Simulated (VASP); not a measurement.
# NaH (Fm-3m) in VASP: settings compared, part 2 of 2

VASP 6.6.1.

## Step 3: Single point, PBE (14.24 Å³/atom)

This run uses another cell than the first one, of 14.24 Å³/atom.

INCAR reads:

```
  PREC = Accurate
  ENCUT = 520
  EDIFF = 1E-7
  ISMEAR = -1
  SIGMA = 0.03
  LREAL = F
  LASPH = T
  NELM = 60
  ALGO = Normal
  ISIF = 2
  LWAVE = F
  LCHARG = F
  GGA = PE
  NBANDS = 11
```

KPOINTS reads:

```
regular mesh
0
Gamma
  9 9 9
```

POSCAR reads:

```
NaH
1.0
    0.0000000000      2.4236236676      2.4236236676
    2.4236236676      0.0000000000      2.4236236676
    2.4236236676      2.4236236676      0.0000000000
Na H
1 1
Direct
    0.0000000000      0.0000000000      0.0000000000
    0.5000000000      0.5000000000      0.5000000000
```

Potentials or basis: VASP PAW PBE potentials, release 64 (Na_pv, H).

Launch:

```bash
> cat potpaw_PBE.64/Na_pv/POTCAR potpaw_PBE.64/H/POTCAR > POTCAR
> mpirun -np 1 vasp_std > vasp.out
```

OUTCAR:

```text
PREC = Accurate
   ENCUT = 520
   EDIFF = 1E-7
   ISMEAR = -1
   LREAL = F
   LASPH = T
   NELM = 60
   ISIF = 2
   GGA = PE

 ion  position               nearest neighbor table
   1  0.000  0.000  0.000-
   2  0.500  0.500  0.500-

  LATTYP: Found a face centered cubic cell.
 ALAT       =     4.8472473352

  Lattice vectors:

 A1 = (   0.0000000000,   2.4236236676,   2.4236236676)
 A2 = (   2.4236236676,   0.0000000000,   2.4236236676)
 A3 = (   2.4236236676,   2.4236236676,   0.0000000000)

Analysis of symmetry for initial positions (statically):
=====================================================================
 Subroutine PRICEL returns:
 Original cell was already a primitive cell.

 Routine SETGRP: Setting up the symmetry group for a
 face centered cubic supercell.

 Subroutine GETGRP returns: Found 48 space group operations
 (whereof 48 operations were pure point group operations)
 out of a pool of 48 trial point group operations.

The static configuration has the point symmetry O_h .

Analysis of symmetry for dynamics (positions and initial velocities):
=====================================================================
 Subroutine PRICEL returns:
 Original cell was already a primitive cell.

 Routine SETGRP: Setting up the symmetry group for a
 face centered cubic supercell.

 Subroutine GETGRP returns: Found 48 space group operations
 (whereof 48 operations were pure point group operations)
 out of a pool of 48 trial point group operations.

The dynamic configuration has the point symmetry O_h .

 Subroutine INISYM returns: Found 48 space group operations
 (whereof 48 operations are pure point group operations),
 and found     1 'primitive' translations

----------------------------------------------------------------------------------------

                                     Primitive cell

  volume of cell :      28.4725

  direct lattice vectors                    reciprocal lattice vectors
     0.000000000  2.423623668  2.423623668    -0.206302656  0.206302656  0.206302656
     2.423623668  0.000000000  2.423623668     0.206302656 -0.206302656  0.206302656
     2.423623668  2.423623668  0.000000000     0.206302656  0.206302656 -0.206302656

  length of vectors
     3.427521461  3.427521461  3.427521461     0.357326682  0.357326682  0.357326682

  position of ions in fractional coordinates (direct lattice)
     0.000000000  0.000000000  0.000000000
     0.500000000  0.500000000  0.500000000

  ion indices of the primitive-cell ions
   primitive index   ion index
                 1           1
                 2           2

----------------------------------------------------------------------------------------

 KPOINTS: regular mesh

Automatic generation of k-mesh.
 Grid dimensions read from file:
 generate k-points for:    9    9    9

 Generating k-lattice:

  Cartesian coordinates                     Fractional coordinates (reciprocal lattice)
    -0.022922517  0.022922517  0.022922517     0.111111111  0.000000000  0.000000000
     0.022922517 -0.022922517  0.022922517     0.000000000  0.111111111  0.000000000
     0.022922517  0.022922517 -0.022922517     0.000000000  0.000000000  0.111111111

  Length of vectors
     0.039702965  0.039702965  0.039702965

  Shift w.r.t. Gamma in fractional coordinates (k-lattice)
     0.000000000  0.000000000  0.000000000

 Subroutine IBZKPT returns following result:
 ===========================================

 Found     35 irreducible k-points:

 Following reciprocal coordinates:
            Coordinates               Weight
  0.000000  0.000000  0.000000      1.000000
  0.111111  0.000000  0.000000      8.000000
  0.222222  0.000000  0.000000      8.000000
  0.333333  0.000000  0.000000      8.000000
  0.444444  0.000000  0.000000      8.000000
  0.111111  0.111111  0.000000      6.000000
[... 16 lines left out ...]
 -0.333333  0.333333  0.000000     12.000000
  0.444444  0.444444  0.000000      6.000000
 [... further k-points ...]
   k-points           NKPTS =     35   k-points in BZ     NKDIM =     35   number of bands    NBANDS=     11
   number of dos      NEDOS =    301   number of ions     NIONS =      2
   total plane-waves  NPLWV =  21952
   dimension x,y,z NGX =    28 NGY =   28 NGZ =   28
   dimension x,y,z NGXF=    56 NGYF=   56 NGZF=   56
   ions per type =               1   1
   NGX,Y,Z   is equivalent  to a cutoff of  13.58, 13.58, 13.58 a.u.
   NGXF,Y,Z  is equivalent  to a cutoff of  27.16, 27.16, 27.16 a.u.
 SYSTEM =  unknown system
   PREC   = accura    normal or accurate (medium, high low for compatibility)
   ISTART =      0    job   : 0-new  1-cont  2-samecut
   ICHARG =      2    charge: 1-file 2-atom 10-const
   ISPIN  =      1    spin polarized calculation?
   LNONCOLLINEAR =      F non collinear calculations
   LSORBIT =      F    spin-orbit coupling
   LASPH  =      T    aspherical Exc in radial PAW
   ENCUT  =  520.0 eV  38.22 Ry    6.18 a.u.   6.37  6.37  6.37*2*pi/ulx,y,z
   NELM   =     60;   NELMIN=  2; NELMDL= -5     # of ELM steps
   EDIFF  = 0.1E-06   stopping-criterion for ELM
   LREAL  =      F    real-space projection
   EDIFFG = 0.1E-05   stopping-criterion for IOM
   NSW    =      0    number of steps for IOM
   IBRION =     -1    ionic relax: 0-MD 1-quasi-New 2-CG
   NFREE  =      0    steps in history (QN), initial steepest desc. (CG)
   ISIF   =      2    stress and relaxation
   ISYM   =      2    0-nonsym 1-usesym 2-fastsym
   POTIM  = 0.5000    time-step for ionic-motion
   TEBEG  =    0.0;   TEEND  =   0.0 temperature during run
   PSTRESS=    0.0 pullay stress
   NELECT =       8.0000    total number of electrons
   NUPDOWN=      -1.0000    fix difference up-down
   EMIN   =  10.00;   EMAX   =-10.00  energy-range for DOS
   EFERMI =   0.00;   METHOD = LEGACY
   ISMEAR =    -1;   SIGMA  =   0.03  broadening in eV -4-tet -1-fermi 0-gaus
   EFERMI_NEDOS =   21; number of points for ismear=-14 and -15
   IALGO  =     38    algorithm
   IMIX   =      4    mixing-type and parameters
     AMIX     =   0.40;   BMIX     =  1.00
     AMIX_MAG =   1.60;   BMIX_MAG =  1.00
  volume/ion in A,a.u.               =      14.24        96.07
  Fermi-wavevector in a.u.,A,eV,Ry     =   1.072251  2.026260 15.642909  1.149721
  Thomas-Fermi vector in A             =   2.208015
   LORBIT       =      0    0 simple, 1 ext, 2 COOP (PROOUT), +10 PAW based schemes
   GGA     = PE    functional components
   LHFCALC =     F    Hartree Fock is set to
   AEXX    =    0.0000 exact exchange contribution
   IVDW    =     0    specifies the selected vdW correction
   LEPSILON=     F    determine dielectric tensor
   LRPA    =     F    only Hartree local field effects (RPA)
 non-spin polarized calculation
  energy-cutoff  :      520.00
  volume of cell :       28.47
 maximum number of plane-waves:       779
 NGX is ok and might be reduce to    28
   NGX = 13   NGY = 13   NGZ = 13

 number of electron       8.0000002 magnetization

 Free energy of the ion-electron system (eV)
  ---------------------------------------------------
  ext. energy  EPLUGINS =         0.00000000
  ---------------------------------------------------
  free energy    TOTEN  =        -5.08750752 eV

  energy without entropy =       -5.08750752  energy(sigma->0) =       -5.08750752

 E-fermi :  -0.4241     XC(G=0):  -7.7394

 val. band max:       -1.2063909259   @ k =  -0.3333   0.4444   0.1111
 cond. band min:       2.8408855523   @ k =  -0.4444   0.1111   0.0000
 fundamental gap:      4.0472764782
 Fermi energy:        -0.4241244289

 k-point     1 :       0.0000    0.0000    0.0000
  band No.  band energies     occupation
      1     -23.2609      2.00000
      2     -23.2609      2.00000
      3     -23.2609      2.00000
      4      -4.7343      2.00000
      5       9.1959      0.00000
      6      14.3920      0.00000
      7      14.3920      0.00000
      8      14.3920      0.00000
      9      15.2277      0.00000
     10      15.2277      0.00000
     11      15.2277      0.00000
[... 309 lines left out ...]
 k-point    24 :       0.4444    0.4444    0.0000
  band No.  band energies     occupation
      1     -23.3396      2.00000
      2     -23.2908      2.00000
      3     -23.2908      2.00000
      4      -1.4974      2.00000
      5       3.6894      0.00000
      6       8.9351      0.00000
      7       9.5365      0.00000
      8       9.5365      0.00000
      9      10.6899      0.00000
     10      22.0291      0.00000
     11      23.8805      0.00000

 [... further k-points ...]

------------------------ aborting loop because EDIFF is reached ----------------------------------------

  FORCE on cell =-STRESS in cart. coord.  units (eV):
  Direction    XX          YY          ZZ          XY          YZ          ZX
  --------------------------------------------------------------------------------------
  -------------------------------------------------------------------------------------
  Total       -0.0441668     -0.0441668     -0.0441668      0.0000000      0.0000000     -0.0000000
  in kB       -2.4853110     -2.4853110     -2.4853110      0.0000000      0.0000000     -0.0000000
  external PRESSURE =      -2.4853110 kB  Pullay stress =       0.0000000 kB

 VOLUME and BASIS-vectors are now :
 -----------------------------------------------------------------------------
  energy-cutoff  :      520.00
  volume of cell :       28.47
      direct lattice vectors                 reciprocal lattice vectors
     0.000000000  2.423623668  2.423623668    -0.206302656  0.206302656  0.206302656
     2.423623668  0.000000000  2.423623668     0.206302656 -0.206302656  0.206302656
     2.423623668  2.423623668  0.000000000     0.206302656  0.206302656 -0.206302656

 POSITION                                       TOTAL-FORCE (eV/Angst)
 -----------------------------------------------------------------------------------
      0.00000      0.00000      0.00000         0.000000      0.000000      0.000000
      2.42362      2.42362      2.42362        -0.000000     -0.000000     -0.000000
 -----------------------------------------------------------------------------------
    total drift:                               -0.000000      0.000000      0.000000

  FREE ENERGIE OF THE ION-ELECTRON SYSTEM (eV)
  ---------------------------------------------------
  free  energy   TOTEN  =        -5.0875075170 eV

  energy  without entropy=       -5.0875075170  energy(sigma->0) =       -5.08750752
```

It took 26 s on 1 thread of AMD EPYC 7R13, shared host; peak memory 0.12 GiB.

Results:

```
Free energy            : -5.0875 eV
Pressure               : -0.2 GPa
Band gap on the k mesh : 4.05 eV (least direct gap 4.75 eV)
```

Levels at points of the mesh, in eV from the valence-band top:
```csv
k point,band 1,band 2,band 3,band 4,band 5,band 6,band 7,band 8,band 9
"(0.00, 0.00, 0.00)",-22.05,-22.05,-22.05,-3.53,10.40,15.60,15.60,15.60,16.43
```

Caveat: an odd mesh through Γ misses points on the zone boundary, where band edges can lie.

## Step 4: Single point, PBE (14.82 Å³/atom)

This run uses another cell than the first one, of 14.82 Å³/atom.

INCAR reads:

```
PREC = Accurate
ENCUT = 520
EDIFF = 1E-6
ISMEAR = -1
SIGMA = 0.03
LREAL = F
LASPH = T
NELM = 60
ALGO = Normal
ISIF = 2
LWAVE = F
LCHARG = T
GGA = PE
LELF = T
LVHAR = T
NBANDS = 11
```

KPOINTS reads:

```
Automatic mesh
0
Gamma
  9 9 9
```

POSCAR reads:

```
NaH
1.0
    0.0000000000      2.4561594113      2.4561594113
    2.4561594113      0.0000000000      2.4561594113
    2.4561594113      2.4561594113      0.0000000000
Na H
1 1
Direct
    0.0000000000      0.0000000000      0.0000000000
    0.5000000000      0.5000000000      0.5000000000
```

Launch:

```bash
> cat potpaw_PBE.64/Na_pv/POTCAR potpaw_PBE.64/H/POTCAR > POTCAR
> mpirun -np 1 vasp_std > vasp.out
```

It took 24 s on 1 thread of AMD EPYC 7R13, shared host; peak memory 0.12 GiB.

Results (log left out):

* Free energy: -5.0831 eV
* Pressure: -1.1 GPa
* Band gap on the k mesh: 3.97 eV (least direct gap 4.66 eV)

Levels at points of the mesh, in eV from the valence-band top:
```tsv
k point	band 1	band 2	band 3	band 4	band 5	band 6	band 7	band 8	band 9
(0.00, 0.00, 0.00)	-22.13	-22.13	-22.13	-3.42	10.06	15.30	15.30	15.30	16.04
```

Caveat: an odd mesh through Γ misses points on the zone boundary, where band edges can lie.

## Step 5: Single point, PBE (15.11 Å³/atom)

This run uses another cell than the first one, of 15.11 Å³/atom.

INCAR reads:

```
PREC = Accurate
ENCUT = 520
EDIFF = 1E-6
ISMEAR = -1
SIGMA = 0.03
LREAL = F
LASPH = T
NELM = 80
ALGO = Normal
ISIF = 2
LWAVE = F
LCHARG = F
GGA = PE
NBANDS = 11
```

KPOINTS is that of step 4.

POSCAR reads:

```
NaH
1.0
    0.0000000000      2.4721089453      2.4721089453
    2.4721089453      0.0000000000      2.4721089453
    2.4721089453      2.4721089453      0.0000000000
Na H
1 1
Direct
    0.0000000000      0.0000000000      0.0000000000
    0.5000000000      0.5000000000      0.5000000000
```

Potentials or basis: VASP PAW PBE potentials, release 64 (Na_pv, H).

Launch:

```bash
> cat potpaw_PBE.64/Na_pv/POTCAR potpaw_PBE.64/H/POTCAR > POTCAR
> mpirun -np 1 vasp_std > vasp.out
```

OUTCAR:

```text
PREC = Accurate
   ENCUT = 520
   EDIFF = 1E-6
   ISMEAR = -1
   LREAL = F
   LASPH = T
   NELM = 80
   ISIF = 2
   GGA = PE

 ion  position               nearest neighbor table
   1  0.000  0.000  0.000-
   2  0.500  0.500  0.500-

  LATTYP: Found a face centered cubic cell.
 ALAT       =     4.9442178906

  Lattice vectors:

 A1 = (   0.0000000000,   2.4721089453,   2.4721089453)
 A2 = (   2.4721089453,   0.0000000000,   2.4721089453)
 A3 = (   2.4721089453,   2.4721089453,   0.0000000000)

Analysis of symmetry for initial positions (statically):
=====================================================================
 Subroutine PRICEL returns:
 Original cell was already a primitive cell.

 Routine SETGRP: Setting up the symmetry group for a
 face centered cubic supercell.

 Subroutine GETGRP returns: Found 48 space group operations
 (whereof 48 operations were pure point group operations)
 out of a pool of 48 trial point group operations.

The static configuration has the point symmetry O_h .

[... 168 lines left out ...]
  band No.  band energies     occupation
      1     -23.5490      2.00000
      2     -23.5490      2.00000
      3     -23.5490      2.00000
      4      -4.7502      2.00000
      5       8.5078      0.00000
      6      13.7774      0.00000
      7      13.7774      0.00000
      8      13.7774      0.00000
      9      14.4737      0.00000
     10      14.4737      0.00000
     11      14.4737      0.00000
[... 309 lines left out ...]
 k-point    24 :       0.4444    0.4444    0.0000
  band No.  band energies     occupation
      1     -23.6132      2.00000
      2     -23.5736      2.00000
      3     -23.5736      2.00000
      4      -1.6561      2.00000
      5       3.3855      0.00000
      6       8.5335      0.00000
      7       8.9979      0.00000
      8       8.9979      0.00000
      9       9.9150      0.00000
     10      20.9611      0.00000
     11      22.8932      0.00000

 [... further k-points ...]

------------------------ aborting loop because EDIFF is reached ----------------------------------------

  FORCE on cell =-STRESS in cart. coord.  units (eV):
  Direction    XX          YY          ZZ          XY          YZ          ZX
  --------------------------------------------------------------------------------------
  -------------------------------------------------------------------------------------
  Total       -0.2728798     -0.2728798     -0.2728798     -0.0000000      0.0000000      0.0000000
  in kB      -14.4693565    -14.4693565    -14.4693565     -0.0000000      0.0000000      0.0000000
  external PRESSURE =     -14.4693565 kB  Pullay stress =       0.0000000 kB

 VOLUME and BASIS-vectors are now :
 -----------------------------------------------------------------------------
  energy-cutoff  :      520.00
  volume of cell :       30.22
      direct lattice vectors                 reciprocal lattice vectors
     0.000000000  2.472108945  2.472108945    -0.202256458  0.202256458  0.202256458
     2.472108945  0.000000000  2.472108945     0.202256458 -0.202256458  0.202256458
     2.472108945  2.472108945  0.000000000     0.202256458  0.202256458 -0.202256458

 POSITION                                       TOTAL-FORCE (eV/Angst)
 -----------------------------------------------------------------------------------
      0.00000      0.00000      0.00000         0.000000     -0.000000      0.000000
      2.47211      2.47211      2.47211        -0.000000      0.000000     -0.000000
 -----------------------------------------------------------------------------------
    total drift:                               -0.000000      0.000000      0.000000

  FREE ENERGIE OF THE ION-ELECTRON SYSTEM (eV)
  ---------------------------------------------------
  free  energy   TOTEN  =        -5.0786976802 eV

  energy  without entropy=       -5.0786976802  energy(sigma->0) =       -5.07869768
```

stdout:

```text
POSCAR found type information on POSCAR NaH
 POSCAR found :  2 types and       2 ions
 scaLAPACK will be used
 LDA part: xc-table for (Slater+PW92), standard interpolation
 POSCAR, INCAR and KPOINTS ok, starting setup
 FFT: planning ... GRIDC
 FFT: planning ... GRID_SOFT
 FFT: planning ... GRID
 WAVECAR not read
 entering main loop
```

Run time: 20 s. Hardware: 1 thread of AMD EPYC 7R13, shared host; peak memory 0.12 GiB.

Results:

```yaml
Free_energy: -5.0787 eV
Pressure: -1.4 GPa
Band_gap_on_the_k_mesh: 3.94 eV (least direct gap 4.61 eV)
```

Caveat: an odd mesh through Γ misses points on the zone boundary, where band edges can lie.

## Step 6: Single point, LDA

This run uses another cell than the first one, of 14.53 Å³/atom.

INCAR reads:

```
SYSTEM = NaH
ALGO = Normal
EDIFF = 1E-7
ENCUT = 520
GGA = CA
ISIF = 2
ISMEAR = -1
LASPH = .True.
LCHARG = .False.
LREAL = .False.
LWAVE = .False.
NBANDS = 11
NELM = 100
PREC = Accurate
SIGMA = 0.03
```

KPOINTS reads:

```
k-points
0
Gamma
  9 9 9
  0 0 0
```

POSCAR reads:

```
NaH
1.0
    0.0000000000      2.4400000000      2.4400000000
    2.4400000000      0.0000000000      2.4400000000
    2.4400000000      2.4400000000      0.0000000000
Na H
1 1
Direct
    0.0000000000      0.0000000000      0.0000000000
    0.5000000000      0.5000000000      0.5000000000
```

Potentials or basis: VASP PAW LDA potentials, release 64 (Na_pv, H).

Launch:

```bash
> cat potpaw_LDA.64/Na_pv/POTCAR potpaw_LDA.64/H/POTCAR > POTCAR
> mpirun -np 1 vasp_std > vasp.out
```

Wall time 8.8 s (1 thread of Intel Xeon Platinum 8488C (Sapphire Rapids), shared host); peak memory 0.13 GiB.

Results (log left out):

| Quantity | Value |
| --- | --- |
| Free energy | -5.3796 eV |
| Pressure | -2.7 GPa |
| Band gap on the k mesh | 3.67 eV (least direct gap 4.41 eV) |

Levels at points of the mesh, in eV from the valence-band top:
```csv
k point,band 1,band 2,band 3,band 4,band 5,band 6,band 7,band 8,band 9
"(0.00, 0.00, 0.00)",-22.16,-22.16,-22.16,-3.64,10.20,15.05,15.05,15.05,15.95
```

Caveat: an odd mesh through Γ misses points on the zone boundary, where band edges can lie.

## Step 7: Overview

| level | potentials or basis | cell | gap on the mesh (eV) | pressure (GPa) |
| --- | --- | --- | --- | --- |
| PBE | VASP PAW PBE potentials, release 64 (Na_pv, H) | a = 3.404 Å, angles 60.0°, 2 atoms | 4.09 | 0.2 |
| PBE | VASP PAW PBE potentials, release 64 (Na_pv, H) | a = 3.428 Å, angles 60.0°, 2 atoms | 4.05 | -0.2 |
| PBE | VASP PAW PBE potentials, release 64 (Na_pv, H) | a = 3.474 Å, angles 60.0°, 2 atoms | 3.97 | -1.1 |
| PBE | VASP PAW PBE potentials, release 64 (Na_pv, H) | a = 3.496 Å, angles 60.0°, 2 atoms | 3.94 | -1.4 |
| LDA | VASP PAW LDA potentials, release 64 (Na_pv, H) | a = 3.451 Å, angles 60.0°, 2 atoms | 3.67 | -2.7 |

Alike in all rows: task single point; no spin polarisation; k mesh 9 × 9 × 9; cutoff (eV) 520; smearing fermi-dirac 0.03 eV.

Caveats: an odd mesh through Γ misses points on the zone boundary, where band edges can lie.

Absolute energies hang on the potentials; compare differences alone.
